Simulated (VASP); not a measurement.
# ReP (Fm-3m) in VASP: a series of runs, part 2 of 2

VASP 6.6.1. Earlier steps stand in the parts before.

**5. Single point, r2SCAN (14.53 Å³/atom)**

This run uses another cell than the first one, of 14.53 Å³/atom.

The input, POSCAR:

```
ReP
1.0
    0.0000000000      2.4404393198      2.4404393198
    2.4404393198      0.0000000000      2.4404393198
    2.4404393198      2.4404393198      0.0000000000
Re P
1 1
Direct
    0.5000000000      0.5000000000      0.5000000000
    0.0000000000      0.0000000000      0.0000000000
```

The input, INCAR.step1:

```
SYSTEM = ReP
ALGO = Normal
EDIFF = 1E-5
ENCUT = 660
GGA = PE
GGA_COMPAT = .False.
ISMEAR = 0
LASPH = .True.
LCHARG = .False.
LREAL = .False.
LWAVE = .True.
NBANDS = 13
NELM = 120
PREC = Accurate
SIGMA = 0.05
```

The input, INCAR.step2:

```
SYSTEM = ReP
ALGO = Normal
EDIFF = 1E-6
ENCUT = 660
GGA_COMPAT = .False.
ISIF = 2
ISMEAR = 0
ISTART = 1
LASPH = .True.
LCHARG = .False.
LMIXTAU = .True.
LREAL = .False.
LWAVE = .False.
METAGGA = R2SCAN
NBANDS = 13
NELM = 120
PREC = Accurate
SIGMA = 0.05
```

The input, KPOINTS:

```
k-points
0
Gamma
  12 12 12
  0 0 0
```

Potentials or basis: VASP PAW PBE potentials, release 64 (Re, P).

Started as:

```
$ cat potpaw_PBE.64/Re/POTCAR potpaw_PBE.64/P/POTCAR > POTCAR
$ cp INCAR.step1 INCAR
$ mpirun -np 1 vasp_std > vasp.out
$ cp INCAR.step2 INCAR
$ mpirun -np 1 vasp_std > vasp.out
```

OUTCAR:

```text
SYSTEM = ReP
   EDIFF = 1E-6
   ENCUT = 660
   ISIF = 2
   ISMEAR = 0
   ISTART = 1
   LASPH = .True.
   LREAL = .False.
   METAGGA = R2SCAN
   NELM = 120
   PREC = Accurate

 ion  position               nearest neighbor table
   1  0.500  0.500  0.500-   2 2.44   2 2.44   2 2.44   2 2.44   2 2.44   2 2.44
   2  0.000  0.000  0.000-   1 2.44   1 2.44   1 2.44   1 2.44   1 2.44   1 2.44

  LATTYP: Found a face centered cubic cell.
 ALAT       =     4.8808786396

  Lattice vectors:

 A1 = (   0.0000000000,   2.4404393198,   2.4404393198)
 A2 = (   2.4404393198,   0.0000000000,   2.4404393198)
 A3 = (   2.4404393198,   2.4404393198,   0.0000000000)

Analysis of symmetry for initial positions (statically):
=====================================================================
 Subroutine PRICEL returns:
 Original cell was already a primitive cell.

 Routine SETGRP: Setting up the symmetry group for a
 face centered cubic supercell.

 Subroutine GETGRP returns: Found 48 space group operations
 (whereof 48 operations were pure point group operations)
 out of a pool of 48 trial point group operations.

The static configuration has the point symmetry O_h .

Analysis of symmetry for dynamics (positions and initial velocities):
=====================================================================
 Subroutine PRICEL returns:
 Original cell was already a primitive cell.

 Routine SETGRP: Setting up the symmetry group for a
 face centered cubic supercell.

 Subroutine GETGRP returns: Found 48 space group operations
 (whereof 48 operations were pure point group operations)
 out of a pool of 48 trial point group operations.

The dynamic configuration has the point symmetry O_h .

 Subroutine INISYM returns: Found 48 space group operations
 (whereof 48 operations are pure point group operations),
 and found     1 'primitive' translations

----------------------------------------------------------------------------------------

                                     Primitive cell

  volume of cell :      29.0693

[... 114 lines left out ...]
   LHFCALC =     F    Hartree Fock is set to
   AEXX    =    0.0000 exact exchange contribution
   IVDW    =     0    specifies the selected vdW correction
   LEPSILON=     F    determine dielectric tensor
   LRPA    =     F    only Hartree local field effects (RPA)
 non-spin polarized calculation
 Gauss-broadening in eV      SIGMA  =   0.05
  energy-cutoff  :      660.00
  volume of cell :       29.07
 maximum number of plane-waves:      1139
 NGX is ok and might be reduce to    30
   NGX = 15   NGY = 15   NGZ = 15

 number of electron      12.0000000 magnetization

 Free energy of the ion-electron system (eV)
  ---------------------------------------------------
  ext. energy  EPLUGINS =         0.00000000
  ---------------------------------------------------
  free energy    TOTEN  =       -60.11158422 eV

  energy without entropy =      -60.10860092  energy(sigma->0) =      -60.11009257

 E-fermi :   9.2374     XC(G=0): -13.3745

 val. band max:        9.2370274778   @ k =  -0.2500   0.0833   0.0000
 cond. band min:       9.2512090760   @ k =  -0.4167   0.3333   0.0833
 fundamental gap:      0.0141815981
 Fermi energy:         9.2373643803

 k-point     1 :       0.0000    0.0000    0.0000
  band No.  band energies     occupation
      1      -6.2923      2.00000
      2       6.1629      2.00000
      3       6.1629      2.00000
      4       6.1629      2.00000
      5       6.5837      2.00000
      6       6.5837      2.00000
      7       8.8593      2.00000
      8       8.8593      2.00000
      9       8.8593      2.00000
     10      16.3761      0.00000
     11      19.1267      0.00000
     12      23.4238      0.00000
     13      23.4238      0.00000
[... 354 lines left out ...]
  band No.  band energies     occupation
      1      -2.8598      2.00000
      2       0.6159      2.00000
      3       3.2210      2.00000
      4       3.4264      2.00000
      5       8.7451      2.00000
      6       8.8084      2.00000
      7       9.4813      0.00000
      8      12.9957      0.00000
      9      14.5865      0.00000
     10      14.5998      0.00000
     11      18.4348      0.00000
     12      18.9714      0.00000
     13      20.8597      0.00000

 [... further k-points ...]
[... 5 lines left out ...]
  --------------------------------------------------------------------------------------
  -------------------------------------------------------------------------------------
  Total        0.5023280      0.5023280      0.5023280      0.0000000     -0.0000000      0.0000000
  in kB       27.6862386     27.6862386     27.6862386      0.0000000     -0.0000000      0.0000000
  external PRESSURE =      27.6862386 kB  Pullay stress =       0.0000000 kB

 VOLUME and BASIS-vectors are now :
 -----------------------------------------------------------------------------
  energy-cutoff  :      660.00
  volume of cell :       29.07
      direct lattice vectors                 reciprocal lattice vectors
     0.000000000  2.440439320  2.440439320    -0.204881144  0.204881144  0.204881144
     2.440439320  0.000000000  2.440439320     0.204881144 -0.204881144  0.204881144
     2.440439320  2.440439320  0.000000000     0.204881144  0.204881144 -0.204881144

 POSITION                                       TOTAL-FORCE (eV/Angst)
 -----------------------------------------------------------------------------------
      2.44044      2.44044      2.44044         0.000000      0.000000      0.000000
      0.00000      0.00000      0.00000        -0.000000     -0.000000     -0.000000
 -----------------------------------------------------------------------------------
    total drift:                               -0.000000     -0.000000      0.000000

  FREE ENERGIE OF THE ION-ELECTRON SYSTEM (eV)
  ---------------------------------------------------
  free  energy   TOTEN  =       -60.1115842215 eV

  energy  without entropy=      -60.1086009161  energy(sigma->0) =      -60.11009257
```

OSZICAR.step1:

```text
N       E                     dE             d eps       ncg     rms          rms(c)
DAV:   1     0.295002066155E+02    0.29500E+02   -0.63467E+03  3076   0.119E+03
DAV:   2    -0.162096930808E+02   -0.45710E+02   -0.42481E+02  3156   0.234E+02
DAV:   3    -0.174399216363E+02   -0.12302E+01   -0.12226E+01  2738   0.399E+01
DAV:   4    -0.174455427193E+02   -0.56211E-02   -0.56053E-02  2832   0.188E+00
DAV:   5    -0.174456141006E+02   -0.71381E-04   -0.71370E-04  2595   0.183E-01    0.307E+01
DAV:   6    -0.167695819106E+02    0.67603E+00   -0.36462E+00  3161   0.409E+01    0.945E+00
DAV:   7    -0.165650234499E+02    0.20456E+00   -0.37507E+00  3126   0.100E+01    0.711E+00
DAV:   8    -0.165470660882E+02    0.17957E-01   -0.48784E-02  3192   0.440E+00    0.388E-01
DAV:   9    -0.165466887035E+02    0.37738E-03   -0.13292E-03  2983   0.618E-01    0.282E-01
DAV:  10    -0.165466165696E+02    0.72134E-04   -0.52448E-04  3116   0.456E-01    0.242E-02
DAV:  11    -0.165466119965E+02    0.45731E-05   -0.88779E-06  1455   0.265E-02
   1 F= -.16546612E+02 E0= -.16545097E+02  d E =-.303075E-02
```

Wall time 7.7 min (1 thread of Intel Xeon 8259CL, shared host); peak memory 0.17 GiB.

Results:

```yaml
Free_energy: -60.1116 eV
Pressure: 2.8 GPa
Band_gap_on_the_k_mesh: zero (bands 6 and 7 overlap by 0.81 eV)
```

Caveat: the PAW data sets were made with another functional, which shifts forces and pressure a little; spin-orbit coupling is left out, which moves the levels of the heavy elements.

**6. Single point, r2SCAN**

This run uses another cell than the first one, of 14.83 Å³/atom.

The input, POSCAR:

```
ReP
1.0
    0.0000000000      2.4567972647      2.4567972647
    2.4567972647      0.0000000000      2.4567972647
    2.4567972647      2.4567972647      0.0000000000
Re P
1 1
Direct
    0.5000000000      0.5000000000      0.5000000000
    0.0000000000      0.0000000000      0.0000000000
```

The input, INCAR.step1:

```
PREC     = Accurate       # precision mode
ENCUT    = 660            # plane-wave cutoff, eV
ISMEAR   = 0              # smearing method
SIGMA    = 0.05           # smearing width, eV
LREAL    = False          # projectors in reciprocal space
LASPH    = True           # aspherical terms in the spheres
NELM     = 120            # most SCF steps
NBANDS   = 13             # bands
GGA      = PE             # functional
ALGO     = Normal         # electronic algorithm
EDIFF    = 1E-5           # SCF threshold, eV
LWAVE    = True           # write WAVECAR
LCHARG   = False          # write CHGCAR
GGA_COMPAT= False
```

The input, INCAR.step2:

```
PREC     = Accurate       # precision mode
ENCUT    = 660            # plane-wave cutoff, eV
EDIFF    = 1E-6           # SCF threshold, eV
ISMEAR   = 0              # smearing method
SIGMA    = 0.05           # smearing width, eV
LREAL    = False          # projectors in reciprocal space
LASPH    = True           # aspherical terms in the spheres
NELM     = 120            # most SCF steps
ALGO     = Normal         # electronic algorithm
ISIF     = 2              # what is computed and relaxed
LWAVE    = False          # write WAVECAR
LCHARG   = False          # write CHGCAR
METAGGA  = R2SCAN         # meta-GGA
LMIXTAU  = True         
NBANDS   = 13             # bands
ISTART   = 1            
GGA_COMPAT= False
```

The input, KPOINTS:

```
Automatic mesh
0
Gamma
  12 12 12
```

Potentials or basis: VASP PAW PBE potentials, release 64 (Re, P).

Started as:

```
$ cat potpaw_PBE.64/Re/POTCAR potpaw_PBE.64/P/POTCAR > POTCAR
$ cp INCAR.step1 INCAR
$ mpirun -np 1 vasp_std > vasp.out
$ cp INCAR.step2 INCAR
$ mpirun -np 1 vasp_std > vasp.out
```

OUTCAR:

```text
PREC = Accurate
   ENCUT = 660
   EDIFF = 1E-6
   ISMEAR = 0
   LREAL = False
   LASPH = True
   NELM = 120
   ISIF = 2
   METAGGA = R2SCAN
   ISTART = 1

 ion  position               nearest neighbor table
   1  0.500  0.500  0.500-   2 2.46   2 2.46   2 2.46   2 2.46   2 2.46   2 2.46
   2  0.000  0.000  0.000-   1 2.46   1 2.46   1 2.46   1 2.46   1 2.46   1 2.46

  LATTYP: Found a face centered cubic cell.
 ALAT       =     4.9135945294

  Lattice vectors:

 A1 = (   0.0000000000,   2.4567972647,   2.4567972647)
 A2 = (   2.4567972647,   0.0000000000,   2.4567972647)
[... 563 lines left out ...]
     10      14.3039      0.00000
     11      18.0384      0.00000
     12      18.5582      0.00000
     13      20.4262      0.00000

 [... further k-points ...]
[... 5 lines left out ...]
  --------------------------------------------------------------------------------------
  -------------------------------------------------------------------------------------
  Total       -0.3579013     -0.3579013     -0.3579013      0.0000000      0.0000000      0.0000000
  in kB      -19.3346341    -19.3346341    -19.3346341      0.0000000      0.0000000      0.0000000
  external PRESSURE =     -19.3346341 kB  Pullay stress =       0.0000000 kB

 VOLUME and BASIS-vectors are now :
 -----------------------------------------------------------------------------
  energy-cutoff  :      660.00
  volume of cell :       29.66
      direct lattice vectors                 reciprocal lattice vectors
     0.000000000  2.456797265  2.456797265    -0.203516996  0.203516996  0.203516996
     2.456797265  0.000000000  2.456797265     0.203516996 -0.203516996  0.203516996
     2.456797265  2.456797265  0.000000000     0.203516996  0.203516996 -0.203516996

 POSITION                                       TOTAL-FORCE (eV/Angst)
 -----------------------------------------------------------------------------------
      2.45680      2.45680      2.45680         0.000000      0.000000      0.000000
      0.00000      0.00000      0.00000         0.000000      0.000000     -0.000000
 -----------------------------------------------------------------------------------
    total drift:                               -0.000000     -0.000000      0.000000

  FREE ENERGIE OF THE ION-ELECTRON SYSTEM (eV)
  ---------------------------------------------------
  free  energy   TOTEN  =       -60.1130073612 eV

  energy  without entropy=      -60.1100918152  energy(sigma->0) =      -60.11154959
```

OUTCAR.step1:

```text
PREC = Accurate
   ENCUT = 660
   ISMEAR = 0
   LREAL = False
   LASPH = True
[... 606 lines left out ...]
      2.45680      2.45680      2.45680        -0.000000     -0.000000      0.000000
      0.00000      0.00000      0.00000         0.000000      0.000000     -0.000000
 -----------------------------------------------------------------------------------
    total drift:                               -0.000000     -0.000000      0.000000

  FREE ENERGIE OF THE ION-ELECTRON SYSTEM (eV)
  ---------------------------------------------------
  free  energy   TOTEN  =       -16.5597456438 eV

  energy  without entropy=      -16.5567543135  energy(sigma->0) =      -16.55824998
```

Run time: 7.9 min. Hardware: 1 thread of Intel Xeon 8259CL, shared host; peak memory 0.17 GiB.

Results:

| Item | Value |
| --- | --- |
| Free energy | -60.1130 eV |
| Pressure | -1.9 GPa |
| Band gap on the k mesh | zero (bands 6 and 7 overlap by 0.80 eV) |

Levels at points of the mesh, in eV from the Fermi level:
| k point | band 2 | band 3 | band 4 | band 5 | band 6 | band 7 | band 8 | band 9 | band 10 | band 11 |
| --- | --- | --- | --- | --- | --- | --- | --- | --- | --- | --- |
| (0.00, 0.00, 0.00) | -2.96 | -2.96 | -2.96 | -2.56 | -2.56 | -0.38 | -0.38 | -0.38 | 6.88 | 9.93 |
| (0.50, 0.00, 0.00) | -9.06 | -5.91 | -5.91 | -0.23 | -0.23 | 0.66 | 3.78 | 6.54 | 6.54 | 7.61 |
| (0.50, 0.50, 0.00) | -6.20 | -4.89 | -2.73 | -2.73 | -1.40 | 0.54 | 0.54 | 0.60 | 4.76 | 12.05 |

Caveat: the PAW data sets were made with another functional, which shifts forces and pressure a little; spin-orbit coupling is left out, which moves the levels of the heavy elements.

**7. Summary**

```tsv
level	cell	k mesh	cutoff (eV)	gap on the mesh (eV)	pressure (GPa)
PBE	a = 3.414 Å, angles 60.0°, 2 atoms	8 × 8 × 8	600	none	14.5
PBE	a = 3.474 Å, angles 60.0°, 2 atoms	8 × 8 × 8	600	none	0.9
PBE	a = 3.510 Å, angles 60.0°, 2 atoms	8 × 8 × 8	600	none	-5.6
r2SCAN	a = 3.451 Å, angles 60.0°, 2 atoms	12 × 12 × 12	660	none	2.8
r2SCAN	a = 3.474 Å, angles 60.0°, 2 atoms	12 × 12 × 12	660	none	-1.9
```

Alike in all rows: task single point; potentials or basis VASP PAW PBE potentials, release 64 (Re, P); no spin polarisation; smearing gaussian 0.05 eV.

Caveats: spin-orbit coupling is left out, which moves the levels of the heavy elements; the PAW data sets were made with another functional, which shifts forces and pressure a little (at least some runs); the cell stands under pressure (at least some runs); the cell stands under tension (at least some runs).

Total energies depend on the potentials used, so only differences within one code and one set of settings carry meaning.

The gap in the log of VASP goes by the Fermi energy; the results here count the filled bands.